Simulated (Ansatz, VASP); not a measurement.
Two plane-wave programs on CaB

The input INCAR:

```
SYSTEM = CaB
ALGO = Normal ; EDIFF = 1E-6
ENCUT = 500 ; GGA = PE
GGA_COMPAT = .FALSE. ; ISIF = 2
ISMEAR = 0 ; LASPH = .TRUE.
LCHARG = .FALSE. ; LREAL = .FALSE.
LWAVE = .FALSE. ; NBANDS = 14
NELM = 120 ; PREC = Accurate
SIGMA = 0.1
```

File KPOINTS:

```
k-points
0
G
  6 6 6
  0 0 0
```

Contents of POSCAR:

```
CaB
1.0
    3.0807913600      0.0000000000      0.0000000000
    0.0000000000      3.0807913600      0.0000000000
    0.0000000000      0.0000000000      3.0807913600
Ca B
1 1
Direct
    0.0000000000      0.0000000000      0.0000000000
    0.5000000000      0.5000000000      0.5000000000
```

Input for Ansatz:

```yaml
crystal:
  lattice:
    - [3.08079136, 0.0, 0.0]
    - [0.0, 3.08079136, 0.0]
    - [0.0, 0.0, 3.08079136]
  atoms:
    - { symbol: Ca, position: [0.0, 0.0, 0.0] }
    - { symbol: B, position: [0.5, 0.5, 0.5] }
basis:
  ecutwfc: 420
kpoints:
  mp_grid: { grid: [6, 6, 6] }
hamiltonian:
  xc: pbe
scf:
  occupations: { method: gaussian, width: 0.1 }
  lower_state_search: "off"
output:
  forces: true
  stress: true
  eigenvalues: true
```

Alike in both runs: task single point; functional PBE; k mesh 6 × 6 × 6; occupations gaussian, width 0.1 eV; no spin polarisation.

|  | VASP | Ansatz |
| --- | --- | --- |
| version | VASP 6.6.1 | Ansatz 0.2.0 |
| potentials or method | VASP PAW PBE potentials, release 64 (Ca_sv, B), cutoff 500 eV | scalar-relativistic, plane waves, PAW |
| valence electrons in the cell | 13 | 13 |

```csv
,VASP,Ansatz,Ansatz less VASP
gap on the k mesh at the Fermi level (eV),none,none,-
pressure (GPa),14.4,14.0,-0.36
```

A gap of «none» marks a metal or a gap that the smearing closes.
